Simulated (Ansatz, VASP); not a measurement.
BN in VASP and in Ansatz

```
CELL_PARAMETERS angstrom
-2.55394 0.00000 0.00000
1.27697 -2.21178 0.00000
0.00000 0.00000 14.18056
ATOMIC_POSITIONS crystal
B 0.33333 0.66667 0.20481
B 0.33333 0.66667 0.50289
B 0.33333 0.66667 0.80096
B 0.66667 0.33333 0.05578
B 0.66667 0.33333 0.35385
B 0.66667 0.33333 0.65192
N 0.33333 0.66667 0.09320
N 0.33333 0.66667 0.39127
N 0.33333 0.66667 0.68935
N 0.66667 0.33333 0.83839
N 0.66667 0.33333 0.24224
N 0.66667 0.33333 0.54031
```

Alike in both runs: task single point; functional LDA; k mesh 10 × 10 × 2; occupations gaussian, width 0.05 eV; no spin polarisation.

```csv
,VASP,Ansatz
version,VASP 6.6.1,Ansatz 0.2.0
potentials or method,"VASP PAW LDA potentials, release 64 (B, N), cutoff 520 eV","scalar-relativistic, plane waves, PAW"
valence electrons in the cell,48,48
```

|  | VASP | Ansatz | Ansatz less VASP |
| --- | --- | --- | --- |
| gap on the k mesh at the Fermi level (eV) | 0.11 | 0.10 | -0.006 |
| least direct gap on the mesh (eV) | 0.26 | 0.26 | -0.006 |
| pressure (GPa) | -16.1 | -16.8 | -0.68 |
| traceless stress, the component that is largest in VASP (GPa) | -5.98 | -5.85 | +0.130 |
| rms of the force components (eV/Å) | 0.909 | 0.912 | +0.0025 |

LDA's correlation is that of Perdew and Zunger in VASP and of Perdew and Wang (1992) in Ansatz. Atom by atom the forces differ by 0.008 eV/Å (rms over components).
